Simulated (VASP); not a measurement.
Here is a VASP 6.6.1 calculation.

INCAR

```
  PREC = Accurate
  ENCUT = 520
  EDIFF = 1E-6
  ISMEAR = 0
  SIGMA = 0.15
  LREAL = False
  LASPH = True
  NELM = 100
  ALGO = Fast
  ISIF = 2
  LWAVE = False
  LCHARG = False
  GGA = PE
  NBANDS = 25
```

The input KPOINTS:

```
Automatic mesh
0
Gamma
  12 12 14
```

Contents of POSCAR:

```
Ti
1.0
    4.5333000000      0.0000000000      0.0000000000
   -2.2666500000      3.9259529630      0.0000000000
    0.0000000000      0.0000000000      2.9450000000
Ti
3
Direct
    0.0000000000      0.0000000000      0.0000000000
    0.3333333333      0.6666666667      0.5000000000
    0.6666666667      0.3333333333      0.5000000000
```

Potentials or basis: VASP PAW PBE potentials, release 64 (Ti_sv).

Launch:

```bash
$ cat potpaw_PBE.64/Ti_sv/POTCAR > POTCAR
$ mpirun -np 1 vasp_std > vasp.out
```

Problem. Estimate the band gap on the k mesh.

Solution. Zero (bands 18 and 19 overlap by 0.41 eV).

Problem. Predict the pressure.

Solution. -2.3 GPa.

Stress tensor (GPa, compression positive):
```
 0.55  0.00  0.00
 0.00  0.55  0.00
 0.00  0.00 -8.00
```

Caveat: the stress differs along the axes, from -8 to 1 GPa.
